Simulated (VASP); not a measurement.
# C (P6_3/mmc) in VASP: further runs

C is run at these levels: PBE+D3(BJ); tasks: phonons.

All numbers are computed with VASP 6.6.1; they aren't measurements. Logs are shortened: lines on timing, memory, paths and dates and some standing lists are left out, and cuts for length are marked.

**1. The cell of the first run**

The structure is hexagonal, space group P6_3/mmc (No. 194). Conventional cell: a = 2.465 Å, b = 2.465 Å, c = 6.738 Å, α = 90.00°, β = 90.00°, γ = 120.00°. Within 1.9 Å of C (site symmetry -6m2) lie 3 C at 1.42 Å. C (site symmetry -6m2) has 3 C at 1.42 Å within 1.9 Å.

**2. Phonons, PBE+D3(BJ)**

INCAR

```
PREC = Accurate
ENCUT = 520
EDIFF = 1E-8
ISMEAR = -1
SIGMA = 0.15
LREAL = F
LASPH = T
NELM = 60
ALGO = Normal
ISIF = 2
LWAVE = F
LCHARG = F
GGA = PE
IVDW = 12
IBRION = 6
NFREE = 2
POTIM = 0.015
NSW = 1
```

KPOINTS

```
Automatic mesh
0
Gamma
  18 18 6
```

POSCAR

```
C
1.0
    2.4649796668      0.0000000000      0.0000000000
   -1.2324898334      2.1347350113      0.0000000000
    0.0000000000      0.0000000000      6.7384328400
C
4
Direct
    0.0000000000      0.0000000000      0.0025000000
    0.0000000000      0.0000000000      0.5025000000
    0.3333333333      0.6666666667      0.0025000000
    0.6666666667      0.3333333333      0.5025000000
```

Potentials or basis: VASP PAW PBE potentials, release 64 (C).

The run is started by

```console
$ cat potpaw_PBE.64/C/POTCAR > POTCAR
$ mpirun -np 1 vasp_std > vasp.out
```

OUTCAR:

```text
PREC = Accurate
   ENCUT = 520
   EDIFF = 1E-8
   ISMEAR = -1
   LREAL = F
   LASPH = T
   NELM = 60
   ISIF = 2
   GGA = PE
   IVDW = 12
   IBRION = 6
   NFREE = 2
   POTIM = 0.015
   NSW = 1
 IVDW          = 12

 ion  position               nearest neighbor table
   1  0.000  0.000  0.002-   3 1.42   3 1.42   3 1.42
   2  0.000  0.000  0.502-   4 1.42   4 1.42   4 1.42
   3  0.333  0.667  0.002-   1 1.42   1 1.42   1 1.42
   4  0.667  0.333  0.502-   2 1.42   2 1.42   2 1.42

  LATTYP: Found a hexagonal cell.
 ALAT       =     2.4649796668
 C/A-ratio  =     2.7336667035

  Lattice vectors:

 A1 = (   2.4649796668,   0.0000000000,   0.0000000000)
 A2 = (  -1.2324898334,   2.1347350113,   0.0000000000)
 A3 = (   0.0000000000,   0.0000000000,   6.7384328400)

Analysis of symmetry for initial positions (statically):
=====================================================================
 Subroutine PRICEL returns:
 Original cell was already a primitive cell.

 Routine SETGRP: Setting up the symmetry group for a
 hexagonal supercell.

 Subroutine GETGRP returns: Found 24 space group operations
 (whereof  6 operations were pure point group operations)
 out of a pool of 24 trial point group operations.

The static configuration has the point symmetry C_3v.
 The point group associated with its full space group is D_6h.

Analysis of symmetry for dynamics (positions and initial velocities):
=====================================================================
 Subroutine PRICEL returns:
 Original cell was already a primitive cell.

 Routine SETGRP: Setting up the symmetry group for a
 hexagonal supercell.

 Subroutine GETGRP returns: Found 24 space group operations
 (whereof  6 operations were pure point group operations)
 out of a pool of 24 trial point group operations.

The dynamic configuration has the point symmetry C_3v.
 The point group associated with its full space group is D_6h.

 Subroutine INISYM returns: Found 24 space group operations
 (whereof  6 operations are pure point group operations),
 and found     1 'primitive' translations

----------------------------------------------------------------------------------------

                                     Primitive cell

  volume of cell :      35.4582

[... 143 lines left out ...]

 Edisp (eV)   -0.62221

 E8    (eV) :    -0.1762
[... 327 lines left out ...]
--------------------------------------- Ionic step        9  -------------------------------------------

 number of electron      15.9999995 magnetization

 Free energy of the ion-electron system (eV)
  ---------------------------------------------------
  ext. energy  EPLUGINS =         0.00000000
  ---------------------------------------------------
  free energy    TOTEN  =       -36.84784326 eV

  energy without entropy =      -36.84264630  energy(sigma->0) =      -36.84524478

 E-fermi :   4.6478     XC(G=0): -10.2944

 val. band max:        4.6446747725   @ k =   0.3333   0.3333   0.3333
 cond. band min:       4.6522423876   @ k =   0.3333   0.3333   0.5000
 fundamental gap:      0.0075676151
 Fermi energy:         4.6477717276

 k-point     1 :       0.0000    0.0000    0.0000
  band No.  band energies     occupation
      1     -15.0068      2.00000
      2     -14.7163      2.00000
      3      -3.8547      2.00000
      4      -1.9294      2.00000
      5       1.6237      2.00000
      6       1.6237      2.00000
      7       1.6415      2.00000
      8       1.6415      2.00000
      9       8.8895      0.00000
     10      12.9630      0.00000
     11      12.9644      0.00000
     12      13.0129      0.00000
[... 331 lines left out ...]
 k-point    24 :       0.3889    0.1111    0.0000
  band No.  band energies     occupation
      1     -10.2729      2.00000
      2     -10.0728      2.00000
      3      -7.6195      2.00000
      4      -7.4640      2.00000
      5      -2.6085      2.00000
      6      -2.5347      2.00000
      7       1.5493      2.00000
      8       2.6618      2.00000
      9       6.4750      0.00001
     10       7.2557      0.00000
     11      13.1094      0.00000
     12      13.5250      0.00000

 [... further k-points ...]

------------------------ aborting loop because EDIFF is reached ----------------------------------------

 Edisp (eV)   -0.62221

 E8    (eV) :    -0.1762
[... 27 lines left out ...]
  FREE ENERGIE OF THE ION-ELECTRON SYSTEM (eV)
  ---------------------------------------------------
  free  energy   TOTEN  =       -37.4700559223 eV

  energy  without entropy=      -37.4648589609  energy(sigma->0) =      -37.46745744

 INTERNAL STRAIN TENSORS FROM DISPLACED ATOMS
 ============================================

 INTERNAL STRAIN TENSOR FOR ION    1 for displacements in x,y,z  (eV/Angst):
          X           Y           Z          XY          YZ          ZX
  --------------------------------------------------------------------------------
  x     0.00000     0.00000     0.00000   -11.32991     0.00000     0.00000
  y   -11.32991    11.32991     0.00000     0.00000     0.00000     0.00000
  z     0.00000    -0.00000    -0.00000     0.00000     0.00000     0.00000

 INTERNAL STRAIN TENSOR FOR ION    4 for displacements in x,y,z  (eV/Angst):
          X           Y           Z          XY          YZ          ZX
  --------------------------------------------------------------------------------
  x     0.00000     0.00000     0.00000   -11.43720     0.00000     0.00000
  y   -11.43720    11.43720    -0.00000     0.00000     0.00000     0.00000
  z    -0.00000    -0.00000    -0.00000     0.00000     0.00000     0.00000

 Eigenvectors and eigenvalues of the dynamical matrix
 ----------------------------------------------------

   1 f  =   46.859850 THz   294.429118 2PiTHz 1563.076330 cm-1   193.796678 meV
             X         Y         Z           dx          dy          dz
      0.000000  0.000000  0.016846    -0.000002   -0.499994   -0.000000
      0.000000  0.000000  3.386063    -0.000002   -0.499994    0.000000
     -0.000000  1.423157  0.016846     0.000002    0.500006   -0.000000
      1.232490  0.711578  3.386063     0.000002    0.500006    0.000000
[... 71 lines left out ...]
  12 f/i=    0.000574 THz     0.003610 2PiTHz    0.019162 cm-1     0.002376 meV
             X         Y         Z           dx          dy          dz
      0.000000  0.000000  0.016846     0.380476    0.324414    0.000000
      0.000000  0.000000  3.386063     0.380476    0.324414    0.000000
     -0.000000  1.423157  0.016846     0.380466    0.324406    0.000000
      1.232490  0.711578  3.386063     0.380466    0.324406    0.000000

 ELASTIC MODULI CONTR FROM IONIC RELAXATION (kBar)
 Direction    XX          YY          ZZ          XY          YZ          ZX
 --------------------------------------------------------------------------------
 XX        -226.8243    226.8243     -0.0000     -0.0000      0.0000      0.0000
 YY         226.8243   -226.8243      0.0000      0.0000      0.0000      0.0000
 ZZ          -0.0000      0.0000     -0.0000      0.0000      0.0000      0.0000
 XY          -0.0000      0.0000      0.0000   -226.8243      0.0000      0.0000
 YZ           0.0000      0.0000      0.0000      0.0000      0.0000      0.0000
 ZX           0.0000      0.0000      0.0000      0.0000      0.0000      0.0000
 --------------------------------------------------------------------------------
```

Run time: 7.3 min. Hardware: 1 thread of Intel Xeon Platinum 8488C (Sapphire Rapids), shared host; peak memory 0.48 GiB.

What came out:

```yaml
Highest_phonon_frequency_at_Γ: 1563 cm⁻¹
Dispersion_energy_per_atom: -0.156 eV
```

Phonon frequencies in cm⁻¹ (negative: imaginary):
```csv
q point,frequencies
"(0.000, 0.000, 0.000)",0 0 0 36 36 123 865 869 1559 1559 1563 1563
```

**3. Phonons, PBE+D3(BJ) (9.04 Å³/atom)**

This run uses another cell than the first one, of 9.04 Å³/atom.

INCAR

```
  ALGO = Normal
  EDIFF = 1E-8
  ENCUT = 520
  GGA = PE
  IBRION = 6
  ISIF = 2
  ISMEAR = -1
  IVDW = 12
  LASPH = T
  LCHARG = T
  LREAL = F
  LWAVE = F
  NELM = 100
  NFREE = 2
  NSW = 1
  POTIM = 0.015
  PREC = Accurate
  SIGMA = 0.15
```

KPOINTS

```
k-points
0
Gamma
  18 18 6
```

POSCAR

```
C
1.0
    2.4661450776      0.0000000000      0.0000000000
   -1.2330725388      2.1357442866      0.0000000000
    0.0000000000      0.0000000000      6.8667069796
C
4
Direct
    0.0000000000      0.0000000000      0.0025000000
    0.0000000000      0.0000000000      0.5025000000
    0.3333333333      0.6666666667      0.0025000000
    0.6666666667      0.3333333333      0.5025000000
```

Potentials or basis: VASP PAW PBE potentials, release 64 (C).

The run is started by

```console
$ cat potpaw_PBE.64/C/POTCAR > POTCAR
$ mpirun -np 1 vasp_std > vasp.out
```

OUTCAR:

```text
EDIFF = 1E-8
   ENCUT = 520
   GGA = PE
   IBRION = 6
   ISIF = 2
   ISMEAR = -1
   IVDW = 12
   LASPH = T
   LREAL = F
   NELM = 100
   NFREE = 2
   NSW = 1
   POTIM = 0.015
   PREC = Accurate
 IVDW          = 12

 ion  position               nearest neighbor table
   1  0.000  0.000  0.002-   3 1.42   3 1.42   3 1.42
   2  0.000  0.000  0.502-   4 1.42   4 1.42   4 1.42
   3  0.333  0.667  0.002-   1 1.42   1 1.42   1 1.42
[... 956 lines left out ...]
          X           Y           Z          XY          YZ          ZX
  --------------------------------------------------------------------------------
  x    -0.00000     0.00000     0.00000   -11.27989     0.00000     0.00000
  y   -11.27989    11.27989     0.00000     0.00000     0.00000     0.00000
  z    -0.00000     0.00000     0.00000     0.00000     0.00000     0.00000

 Eigenvectors and eigenvalues of the dynamical matrix
 ----------------------------------------------------

   1 f  =   46.740811 THz   293.681179 2PiTHz 1559.105644 cm-1   193.304376 meV
             X         Y         Z           dx          dy          dz
      0.000000  0.000000  0.017167     0.499996   -0.000004    0.000000
      0.000000  0.000000  3.450520     0.499996   -0.000004    0.000000
     -0.000000  1.423830  0.017167    -0.500004    0.000004   -0.000000
      1.233073  0.711915  3.450520    -0.500004    0.000004   -0.000000
[... 71 lines left out ...]
  12 f/i=    0.000383 THz     0.002405 2PiTHz    0.012767 cm-1     0.001583 meV
             X         Y         Z           dx          dy          dz
      0.000000  0.000000  0.017167    -0.131967   -0.482275   -0.000000
      0.000000  0.000000  3.450520    -0.131967   -0.482275   -0.000000
     -0.000000  1.423830  0.017167    -0.131964   -0.482267   -0.000000
      1.233073  0.711915  3.450520    -0.131964   -0.482267   -0.000000

 ELASTIC MODULI CONTR FROM IONIC RELAXATION (kBar)
 Direction    XX          YY          ZZ          XY          YZ          ZX
 --------------------------------------------------------------------------------
 XX        -216.6015    216.6015      0.0000     -0.0000     -0.0000     -0.0000
 YY         216.6015   -216.6015     -0.0000      0.0000      0.0000      0.0000
 ZZ           0.0000     -0.0000     -0.0000      0.0000      0.0000      0.0000
 XY          -0.0000      0.0000      0.0000   -216.6015      0.0000      0.0000
 YZ          -0.0000      0.0000      0.0000      0.0000     -0.0000     -0.0000
 ZX          -0.0000      0.0000      0.0000      0.0000     -0.0000     -0.0000
 --------------------------------------------------------------------------------
```

It took 7.8 min on 1 thread of Intel Xeon Platinum 8488C (Sapphire Rapids), shared host; peak memory 0.49 GiB.

Results:

```
Highest phonon frequency at Γ : 1559 cm⁻¹
Dispersion energy per atom    : -0.152 eV
```

Phonon frequencies in cm⁻¹ (negative: imaginary):
| q point | frequencies |
| --- | --- |
| (0.000, 0.000, 0.000) | 0 0 0 32 32 108 866 869 1556 1556 1559 1559 |
